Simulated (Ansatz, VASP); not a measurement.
# One calculation of KF, two programs

Contents of INCAR:

```
SYSTEM = KF
PREC = Accurate ; ENCUT = 520
EDIFF = 1E-6 ; ISMEAR = -1
SIGMA = 0.02 ; LREAL = .False.
LASPH = .True. ; NELM = 100
ALGO = Normal ; ISIF = 2
LWAVE = .False. ; LCHARG = .False.
GGA = PE ; NBANDS = 15
```

Contents of KPOINTS:

```
Automatic mesh
0
Gamma
  8 8 8
  0 0 0
```

Contents of POSCAR:

```
KF
1.0
    3.0145231249      0.0000000000      0.0000000000
    0.0000000000      3.0145231249      0.0000000000
    0.0000000000      0.0000000000      3.1788707423
K F
1 1
Direct
    0.0000000000      0.0000000000      0.0000000000
    0.5000000000      0.5000000000      0.5000000000
```

Input for Ansatz:

```yaml
crystal:
  lattice:
    - [3.0145231249, 0.0, 0.0]
    - [0.0, 3.0145231249, 0.0]
    - [0.0, 0.0, 3.1788707423]
  atoms:
    - { symbol: K, position: [0.0, 0.0, 0.0] }
    - { symbol: F, position: [0.5, 0.5, 0.5] }
kpoints:
  mp_grid: { grid: [8, 8, 8] }
  band_path:
    path: [[0.0, 0.0, 0.0], [0.0, 0.5, 0.0], [0.5, 0.5, 0.0], [0.5, 0.5, 0.5]]
    npoints: 1
hamiltonian:
  xc: pbe
scf:
  occupations: { method: fermi_dirac, width: 0.02 }
  n_extra_bands: 4
output:
  forces: true
  stress: true
  eigenvalues: true
  write_density: true
  write_potential: true
  elf: true
  volumetric_format: npy
```

Change from the starting cell: biaxial_xy strain -5.2%.

Alike in both runs: task single point; functional PBE; k mesh 8 × 8 × 8; occupations fermi-dirac, width 0.02 eV; no spin polarisation.

```csv
,VASP,Ansatz
version,VASP 6.6.1,Ansatz 0.2.0
potentials or method,"VASP PAW PBE potentials, release 64 (K_sv, F)","plane waves, PAW"
plane-wave cutoff (eV),520,420
valence electrons in the cell,16,16
```

```csv
,VASP,Ansatz,Ansatz less VASP
gap on the k mesh at the Fermi level (eV),7.58,7.60,+0.022
pressure (GPa),9.5,9.2,-0.24
"traceless stress, the component that is largest in VASP (GPa)",-3.70,-3.68,+0.020
```
